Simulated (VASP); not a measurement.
# TiTe (P6_3/mmc) in VASP: further runs

TiTe is run at these levels: PBEsol; tasks: single point.

All numbers are computed with VASP 6.6.1; they aren't measurements. Logs are shortened: lines on timing, memory, paths and dates and some standing lists are left out, and cuts for length are marked.

## (1) The cell of the first run

The structure is hexagonal, space group P6_3/mmc (No. 194). The conventional cell has a = 3.842 Å, b = 3.842 Å, c = 6.403 Å, α = 90.00°, β = 90.00°, γ = 120.00°. Te (site symmetry -6m2) has 6 Ti at 2.74 Å within 3.6 Å. Within 3.6 Å of Ti (site symmetry -3m) lie 6 Te at 2.74 Å and 2 Ti at 3.20 Å.

## (2) Single point, PBEsol

Contents of INCAR:

```
PREC = Accurate
ENCUT = 520
EDIFF = 1E-6
ISMEAR = -1
SIGMA = 0.05
LREAL = F
LASPH = T
NELM = 80
ALGO = Normal
ISIF = 2
LWAVE = F
LCHARG = T
GGA = PS
LELF = T
LVHAR = T
NBANDS = 26
```

Contents of KPOINTS:

```
Automatic mesh
0
Gamma
  8 8 4
```

Contents of POSCAR:

```
TiTe
1.0
    3.8420000000      0.0000000000      0.0000000000
   -1.9210000000      3.3272696013      0.0000000000
    0.0000000000      0.0000000000      6.4030000000
Te Ti
2 2
Direct
    0.6666666667      0.3333333333      0.7500000000
    0.3333333333      0.6666666667      0.2500000000
    0.0000000000      0.0000000000      0.5000000000
    0.0000000000      0.0000000000      0.0000000000
```

Potentials or basis: VASP PAW PBE potentials, release 64 (Te, Ti_sv).

Launch:

```sh
$ cat potpaw_PBE.64/Te/POTCAR potpaw_PBE.64/Ti_sv/POTCAR > POTCAR
$ mpirun -np 1 vasp_std > vasp.out
```

OUTCAR:

```text
PREC = Accurate
   ENCUT = 520
   EDIFF = 1E-6
   ISMEAR = -1
   LREAL = F
   LASPH = T
   NELM = 80
   ISIF = 2
   GGA = PS

 ion  position               nearest neighbor table
   1  0.667  0.333  0.750-   3 2.74   4 2.74   3 2.74   4 2.74   3 2.74   4 2.74
   2  0.333  0.667  0.250-   3 2.74   4 2.74   3 2.74   4 2.74   3 2.74   4 2.74
   3  0.000  0.000  0.500-   1 2.74   2 2.74   2 2.74   1 2.74   1 2.74   2 2.74
   4  0.000  0.000  0.000-   1 2.74   2 2.74   2 2.74   1 2.74   1 2.74   2 2.74

  LATTYP: Found a hexagonal cell.
 ALAT       =     3.8420000000
 C/A-ratio  =     1.6665799063

  Lattice vectors:

 A1 = (   3.8420000000,   0.0000000000,   0.0000000000)
 A2 = (  -1.9210000000,   3.3272696013,   0.0000000000)
 A3 = (   0.0000000000,   0.0000000000,   6.4030000000)

Analysis of symmetry for initial positions (statically):
=====================================================================
 Subroutine PRICEL returns:
 Original cell was already a primitive cell.

 Routine SETGRP: Setting up the symmetry group for a
 hexagonal supercell.

 Subroutine GETGRP returns: Found 24 space group operations
 (whereof 12 operations were pure point group operations)
 out of a pool of 24 trial point group operations.

The static configuration has the point symmetry D_3d.
 The point group associated with its full space group is D_6h.

Analysis of symmetry for dynamics (positions and initial velocities):
=====================================================================
 Subroutine PRICEL returns:
 Original cell was already a primitive cell.

 Routine SETGRP: Setting up the symmetry group for a
 hexagonal supercell.

 Subroutine GETGRP returns: Found 24 space group operations
 (whereof 12 operations were pure point group operations)
 out of a pool of 24 trial point group operations.

The dynamic configuration has the point symmetry D_3d.
 The point group associated with its full space group is D_6h.

 Subroutine INISYM returns: Found 24 space group operations
 (whereof 12 operations are pure point group operations),
 and found     1 'primitive' translations

----------------------------------------------------------------------------------------

                                     Primitive cell

  volume of cell :      81.8519

  direct lattice vectors                    reciprocal lattice vectors
     3.842000000  0.000000000  0.000000000     0.260281104  0.150273365  0.000000000
    -1.921000000  3.327269601  0.000000000     0.000000000  0.300546730  0.000000000
     0.000000000  0.000000000  6.403000000     0.000000000  0.000000000  0.156176792

  length of vectors
     3.842000000  3.842000000  6.403000000     0.300546730  0.300546730  0.156176792

  position of ions in fractional coordinates (direct lattice)
     0.666666667  0.333333333  0.750000000
     0.333333333  0.666666667  0.250000000
     0.000000000  0.000000000  0.500000000
     0.000000000  0.000000000  0.000000000

  ion indices of the primitive-cell ions
   primitive index   ion index
                 1           1
                 2           2
                 3           3
                 4           4

----------------------------------------------------------------------------------------

 KPOINTS: Automatic mesh

Automatic generation of k-mesh.
 Grid dimensions read from file:
 generate k-points for:    8    8    4

 Generating k-lattice:

  Cartesian coordinates                     Fractional coordinates (reciprocal lattice)
     0.032535138  0.018784171  0.000000000     0.125000000  0.000000000  0.000000000
     0.000000000  0.037568341  0.000000000     0.000000000  0.125000000  0.000000000
     0.000000000  0.000000000  0.039044198     0.000000000  0.000000000  0.250000000

  Length of vectors
     0.037568341  0.037568341  0.039044198

  Shift w.r.t. Gamma in fractional coordinates (k-lattice)
     0.000000000  0.000000000  0.000000000

 Subroutine IBZKPT returns following result:
 ===========================================

 Found     30 irreducible k-points:

 Following reciprocal coordinates:
            Coordinates               Weight
  0.000000  0.000000  0.000000      1.000000
  0.125000 -0.000000  0.000000      6.000000
  0.250000 -0.000000  0.000000      6.000000
  0.375000  0.000000  0.000000      6.000000
  0.500000 -0.000000  0.000000      3.000000
  0.125000  0.125000  0.000000      6.000000
[... 16 lines left out ...]
  0.250000 -0.000000  0.500000      6.000000
  0.375000  0.000000  0.500000      6.000000
 [... further k-points ...]
   k-points           NKPTS =     30   k-points in BZ     NKDIM =     30   number of bands    NBANDS=     26
   number of dos      NEDOS =    301   number of ions     NIONS =      4
   total plane-waves  NPLWV =  43200
   dimension x,y,z NGX =    30 NGY =   30 NGZ =   48
   dimension x,y,z NGXF=    60 NGYF=   60 NGZF=   96
   ions per type =               2   2
   NGX,Y,Z   is equivalent  to a cutoff of  12.98, 12.98, 12.46 a.u.
   NGXF,Y,Z  is equivalent  to a cutoff of  25.96, 25.96, 24.93 a.u.
 SYSTEM =  unknown system
   PREC   = accura    normal or accurate (medium, high low for compatibility)
   ISTART =      0    job   : 0-new  1-cont  2-samecut
   ICHARG =      2    charge: 1-file 2-atom 10-const
   ISPIN  =      1    spin polarized calculation?
   LNONCOLLINEAR =      F non collinear calculations
   LSORBIT =      F    spin-orbit coupling
   LASPH  =      T    aspherical Exc in radial PAW
   ENCUT  =  520.0 eV  38.22 Ry    6.18 a.u.   7.14  7.14 11.91*2*pi/ulx,y,z
   NELM   =     80;   NELMIN=  2; NELMDL= -5     # of ELM steps
   EDIFF  = 0.1E-05   stopping-criterion for ELM
   LREAL  =      F    real-space projection
   EDIFFG = 0.1E-04   stopping-criterion for IOM
   NSW    =      0    number of steps for IOM
   IBRION =     -1    ionic relax: 0-MD 1-quasi-New 2-CG
   NFREE  =      0    steps in history (QN), initial steepest desc. (CG)
   ISIF   =      2    stress and relaxation
   ISYM   =      2    0-nonsym 1-usesym 2-fastsym
   POTIM  = 0.5000    time-step for ionic-motion
   TEBEG  =    0.0;   TEEND  =   0.0 temperature during run
   PSTRESS=    0.0 pullay stress
   NELECT =      36.0000    total number of electrons
   NUPDOWN=      -1.0000    fix difference up-down
   EMIN   =  10.00;   EMAX   =-10.00  energy-range for DOS
   EFERMI =   0.00;   METHOD = LEGACY
   ISMEAR =    -1;   SIGMA  =   0.05  broadening in eV -4-tet -1-fermi 0-gaus
   EFERMI_NEDOS =   21; number of points for ismear=-14 and -15
   IALGO  =     38    algorithm
   IMIX   =      4    mixing-type and parameters
     AMIX     =   0.40;   BMIX     =  1.00
     AMIX_MAG =   1.60;   BMIX_MAG =  1.00
  volume/ion in A,a.u.               =      20.46       138.09
  Fermi-wavevector in a.u.,A,eV,Ry     =   1.244991  2.352691 21.089049  1.550001
  Thomas-Fermi vector in A             =   2.379233
   LORBIT       =      0    0 simple, 1 ext, 2 COOP (PROOUT), +10 PAW based schemes
   GGA     = PS    functional components
   LHFCALC =     F    Hartree Fock is set to
   AEXX    =    0.0000 exact exchange contribution
   IVDW    =     0    specifies the selected vdW correction
   LEPSILON=     F    determine dielectric tensor
   LRPA    =     F    only Hartree local field effects (RPA)
 non-spin polarized calculation
  energy-cutoff  :      520.00
  volume of cell :       81.85
 maximum number of plane-waves:      2218
 NGX is ok and might be reduce to    30
   NGX = 15   NGY = 15   NGZ = 23

 number of electron      35.9999993 magnetization

 Free energy of the ion-electron system (eV)
  ---------------------------------------------------
  ext. energy  EPLUGINS =         0.00000000
  ---------------------------------------------------
  free energy    TOTEN  =       -26.21260725 eV

  energy without entropy =      -26.17772511  energy(sigma->0) =      -26.19516618

 E-fermi :  10.0926     XC(G=0): -11.1616

 val. band max:       10.0847359477   @ k =   0.2500  -0.0000   0.2500
 cond. band min:      10.0946292077   @ k =   0.1250   0.1250   0.2500
 fundamental gap:      0.0098932600
 Fermi energy:        10.0926470247

 k-point     1 :       0.0000    0.0000    0.0000
  band No.  band energies     occupation
      1     -46.9825      2.00000
      2     -46.9680      2.00000
      3     -23.4323      2.00000
      4     -23.4323      2.00000
      5     -23.4163      2.00000
      6     -23.4140      2.00000
[... 18 lines left out ...]
     25      13.0056      0.00000
     26      14.2198      0.00000

 k-point     2 :       0.1250   -0.0000    0.0000
  band No.  band energies     occupation
      1     -46.9820      2.00000
      2     -46.9676      2.00000
      3     -23.4393      2.00000
      4     -23.4340      2.00000
      5     -23.4196      2.00000
      6     -23.4151      2.00000
[... 18 lines left out ...]
     25      12.9028      0.00000
     26      13.7473      0.00000

 k-point     3 :       0.2500   -0.0000    0.0000
  band No.  band energies     occupation
      1     -46.9810      2.00000
      2     -46.9666      2.00000
      3     -23.4565      2.00000
      4     -23.4380      2.00000
      5     -23.4333      2.00000
      6     -23.4178      2.00000
[... 18 lines left out ...]
     25      12.5352      0.00000
     26      13.6310      0.00000

 k-point     4 :       0.3750    0.0000    0.0000
  band No.  band energies     occupation
      1     -46.9799      2.00000
      2     -46.9657      2.00000
      3     -23.4735      2.00000
      4     -23.4469      2.00000
      5     -23.4421      2.00000
      6     -23.4205      2.00000
[... 18 lines left out ...]
     25      13.1298      0.00000
     26      14.0262      0.00000
[... 496 lines left out ...]
      1     -46.9748      2.00000
      2     -46.9748      2.00000
      3     -23.4295      2.00000
      4     -23.4295      2.00000
      5     -23.4245      2.00000
      6     -23.4245      2.00000
[... 18 lines left out ...]
     25      12.6685      0.00000
     26      12.6685      0.00000

 k-point    23 :       0.2500   -0.0000    0.5000
  band No.  band energies     occupation
      1     -46.9738      2.00000
      2     -46.9738      2.00000
      3     -23.4450      2.00000
      4     -23.4450      2.00000
      5     -23.4279      2.00000
      6     -23.4279      2.00000
[... 18 lines left out ...]
     25      12.5393      0.00000
     26      12.5393      0.00000

 k-point    24 :       0.3750    0.0000    0.5000
  band No.  band energies     occupation
      1     -46.9728      2.00000
      2     -46.9728      2.00000
      3     -23.4602      2.00000
      4     -23.4602      2.00000
      5     -23.4313      2.00000
      6     -23.4313      2.00000
[... 18 lines left out ...]
     25      12.5548      0.00000
     26      12.5548      0.00000

 [... further k-points ...]
[... 5 lines left out ...]
  --------------------------------------------------------------------------------------
  -------------------------------------------------------------------------------------
  Total        0.8313938      0.8313938      3.7706165     -0.0000000     -0.0000000      0.0000000
  in kB       16.2737819     16.2737819     73.8064108     -0.0000000     -0.0000000      0.0000000
  external PRESSURE =      35.4513249 kB  Pullay stress =       0.0000000 kB

 VOLUME and BASIS-vectors are now :
 -----------------------------------------------------------------------------
  energy-cutoff  :      520.00
  volume of cell :       81.85
      direct lattice vectors                 reciprocal lattice vectors
     3.842000000  0.000000000  0.000000000     0.260281104  0.150273365  0.000000000
    -1.921000000  3.327269601  0.000000000     0.000000000  0.300546730  0.000000000
     0.000000000  0.000000000  6.403000000     0.000000000  0.000000000  0.156176792

 POSITION                                       TOTAL-FORCE (eV/Angst)
 -----------------------------------------------------------------------------------
      1.92100      1.10909      4.80225        -0.000000      0.000000      0.000000
     -0.00000      2.21818      1.60075         0.000000     -0.000000      0.000000
      0.00000      0.00000      3.20150        -0.000000      0.000000      0.000000
      0.00000      0.00000      0.00000         0.000000      0.000000      0.000000
 -----------------------------------------------------------------------------------
    total drift:                                0.000000     -0.000000      0.000000

  FREE ENERGIE OF THE ION-ELECTRON SYSTEM (eV)
  ---------------------------------------------------
  free  energy   TOTEN  =       -26.2126072466 eV

  energy  without entropy=      -26.1777251064  energy(sigma->0) =      -26.19516618
```

Wall time 34 s (1 thread of Intel Xeon Platinum 8559C (Emerald Rapids), shared host); peak memory 0.22 GiB.

Results:

```yaml
Free_energy: -26.2126 eV
Pressure: 3.5 GPa
Band_gap_on_the_k_mesh: zero (band 18 reaches 10.34 eV, above the bottom of band 19 at 9.52 eV)
```

Stress tensor (GPa, compression positive):
```
1.63 0.00 0.00
0.00 1.63 0.00
0.00 0.00 7.38
```

Caveat: the PAW data sets were made with another functional, which shifts forces and pressure a little; spin-orbit coupling is left out, which moves the levels of the heavy elements.

## (3) Single point, PBEsol (volume scaled by 0.94)

Contents of INCAR:

```
ALGO = Normal
EDIFF = 1E-6
ENCUT = 520
GGA = PS
ISIF = 2
ISMEAR = -1
LASPH = True
LCHARG = False
LREAL = False
LWAVE = False
NBANDS = 26
NELM = 60
PREC = Accurate
SIGMA = 0.05
```

Contents of KPOINTS:

```
k-points
0
Gamma
  8 8 4
```

Contents of POSCAR:

```
TiTe
1.0
    3.7635698297      0.0000000000      0.0000000000
   -1.8817849148      3.2593470814      0.0000000000
    0.0000000000      0.0000000000      6.2722898541
Te Ti
2 2
Direct
    0.6666666667      0.3333333333      0.7500000000
    0.3333333333      0.6666666667      0.2500000000
    0.0000000000      0.0000000000      0.5000000000
    0.0000000000      0.0000000000      0.0000000000
```

Potentials or basis: VASP PAW PBE potentials, release 64 (Te, Ti_sv).

Launch:

```sh
$ cat potpaw_PBE.64/Te/POTCAR potpaw_PBE.64/Ti_sv/POTCAR > POTCAR
$ mpirun -np 1 vasp_std > vasp.out
```

It took 2.5 min on 1 thread of AMD EPYC 7R13, shared host; peak memory 0.18 GiB.

Results (log left out):

```yaml
Free_energy: -25.9900 eV
Pressure: 11.3 GPa
Band_gap_on_the_k_mesh: zero (band 18 reaches 11.16 eV, above the bottom of band 19 at 10.26 eV)
```

Stress tensor (GPa, compression positive):
```
 8.62  0.00  0.00
 0.00  8.62  0.00
 0.00  0.00 16.69
```

Levels at points of the mesh, in eV from the Fermi level:
```tsv
k point	band 14	band 15	band 16	band 17	band 18	band 19	band 20	band 21	band 22	band 23
(0.00, 0.00, 0.00)	-1.84	-0.92	-0.69	-0.69	-0.64	-0.64	-0.47	-0.47	1.03	1.03
(0.50, 0.00, 0.00)	-4.65	-3.98	-3.04	-2.10	-0.10	0.61	0.75	0.90	1.25	1.54
(0.00, 0.00, 0.50)	-2.99	-2.99	-2.99	-0.07	-0.07	-0.07	-0.07	0.37	0.37	2.86
(0.50, 0.00, 0.50)	-3.93	-3.57	-3.57	-1.03	-1.03	0.91	0.91	1.18	1.18	1.99
```

Caveat: the PAW data sets were made with another functional, which shifts forces and pressure a little; spin-orbit coupling is left out, which moves the levels of the heavy elements.

## (4) Single point, PBEsol (volume scaled by 0.96)

Contents of INCAR:

```
ALGO     = Normal         # electronic algorithm
EDIFF    = 1E-7           # SCF threshold, eV
ENCUT    = 520            # plane-wave cutoff, eV
GGA      = PS             # functional
ISIF     = 2              # what is computed and relaxed
ISMEAR   = -1             # smearing method
LASPH    = True           # aspherical terms in the spheres
LCHARG   = False          # write CHGCAR
LREAL    = False          # projectors in reciprocal space
LWAVE    = False          # write WAVECAR
NBANDS   = 26             # bands
NELM     = 100            # most SCF steps
PREC     = Accurate       # precision mode
SIGMA    = 0.05           # smearing width, eV
```

KPOINTS is that of step 3.

Contents of POSCAR:

```
TiTe
1.0
    3.7900747158      0.0000000000      0.0000000000
   -1.8950373579      3.2823009861      0.0000000000
    0.0000000000      0.0000000000      6.3164623648
Te Ti
2 2
Direct
    0.6666666667      0.3333333333      0.7500000000
    0.3333333333      0.6666666667      0.2500000000
    0.0000000000      0.0000000000      0.5000000000
    0.0000000000      0.0000000000      0.0000000000
```

Launch:

```sh
$ cat potpaw_PBE.64/Te/POTCAR potpaw_PBE.64/Ti_sv/POTCAR > POTCAR
$ mpirun -np 1 vasp_std > vasp.out
```

It took 2.8 min on 1 thread of AMD EPYC 7R13, shared host; peak memory 0.18 GiB.

It converged, with:

```yaml
Free_energy: -26.0912 eV
Pressure: 8.5 GPa
Band_gap_on_the_k_mesh: zero (band 18 reaches 10.88 eV, above the bottom of band 19 at 10.01 eV)
```

Stress tensor (GPa, compression positive):
```
 6.04  0.00  0.00
 0.00  6.04  0.00
 0.00  0.00 13.27
```

Levels at points of the mesh, in eV from the Fermi level:
```tsv
k point	band 14	band 15	band 16	band 17	band 18	band 19	band 20	band 21	band 22	band 23
(0.00, 0.00, 0.00)	-1.79	-0.97	-0.75	-0.75	-0.62	-0.62	-0.45	-0.45	1.00	1.00
(0.50, 0.00, 0.00)	-4.61	-3.93	-3.04	-2.04	-0.10	0.59	0.73	0.87	1.21	1.49
(0.00, 0.00, 0.50)	-2.96	-2.96	-2.96	-0.06	-0.06	-0.06	-0.06	0.34	0.34	2.76
(0.50, 0.00, 0.50)	-3.89	-3.53	-3.53	-1.00	-1.00	0.89	0.89	1.14	1.14	1.92
```

Caveat: the PAW data sets were made with another functional, which shifts forces and pressure a little; spin-orbit coupling is left out, which moves the levels of the heavy elements.

## (5) Single point, PBEsol (volume scaled by 0.98)

Contents of INCAR:

```
SYSTEM = TiTe
PREC = Accurate ; ENCUT = 520
EDIFF = 1E-6 ; ISMEAR = -1
SIGMA = 0.05 ; LREAL = .False.
LASPH = .True. ; NELM = 100
ALGO = Normal ; ISIF = 2
LWAVE = .False. ; LCHARG = .False.
GGA = PS ; NBANDS = 26
```

Contents of KPOINTS:

```
regular mesh
0
Gamma
  8 8 4
  0 0 0
```

Contents of POSCAR:

```
TiTe
1.0
    3.8162139882      0.0000000000      0.0000000000
   -1.9081069941      3.3049382600      0.0000000000
    0.0000000000      0.0000000000      6.3600255508
Te Ti
2 2
Direct
    0.6666666667      0.3333333333      0.7500000000
    0.3333333333      0.6666666667      0.2500000000
    0.0000000000      0.0000000000      0.5000000000
    0.0000000000      0.0000000000      0.0000000000
```

Launch:

```sh
$ cat potpaw_PBE.64/Te/POTCAR potpaw_PBE.64/Ti_sv/POTCAR > POTCAR
$ mpirun -np 1 vasp_std > vasp.out
```

Run time: 2.8 min. Hardware: 1 thread of AMD EPYC 7R13, shared host; peak memory 0.18 GiB.

Results (log left out):

```yaml
Free_energy: -26.1645 eV
Pressure: 5.9 GPa
Band_gap_on_the_k_mesh: zero (band 18 reaches 10.60 eV, above the bottom of band 19 at 9.76 eV)
```

Stress tensor (GPa, compression positive):
```
 3.73  0.00  0.00
 0.00  3.73  0.00
 0.00  0.00 10.18
```

Levels at points of the mesh, in eV from the Fermi level:
```
           k point  band 16  band 17  band 18  band 19  band 20  band 21
(0.00, 0.00, 0.00)    -0.80    -0.80    -0.60    -0.60    -0.44    -0.44
(0.50, 0.00, 0.00)    -3.03    -1.98    -0.09     0.57     0.71     0.84
(0.00, 0.00, 0.50)    -2.93    -0.06    -0.06    -0.06    -0.06     0.31
(0.50, 0.00, 0.50)    -3.50    -0.97    -0.97     0.86     0.86     1.10
```

Caveat: the PAW data sets were made with another functional, which shifts forces and pressure a little; spin-orbit coupling is left out, which moves the levels of the heavy elements.

## (6) Summary

| cell | gap on the mesh (eV) | pressure (GPa) |
| --- | --- | --- |
| a = 3.842, b = 3.842, c = 6.403 Å, angles 90.0, 90.0, 120.0°, 4 atoms | none | 3.5 |
| a = 3.764, b = 3.764, c = 6.272 Å, angles 90.0, 90.0, 120.0°, 4 atoms | none | 11.3 |
| a = 3.790, b = 3.790, c = 6.316 Å, angles 90.0, 90.0, 120.0°, 4 atoms | none | 8.5 |
| a = 3.816, b = 3.816, c = 6.360 Å, angles 90.0, 90.0, 120.0°, 4 atoms | none | 5.9 |

Alike in all rows: task single point; level PBEsol; potentials or basis VASP PAW PBE potentials, release 64 (Te, Ti_sv); no spin polarisation; k mesh 8 × 8 × 4; cutoff (eV) 520; smearing fermi-dirac 0.05 eV.

Caveats: the PAW data sets were made with another functional, which shifts forces and pressure a little; spin-orbit coupling is left out, which moves the levels of the heavy elements.

Total energies depend on the potentials used, so only differences within one code and one set of settings carry meaning.
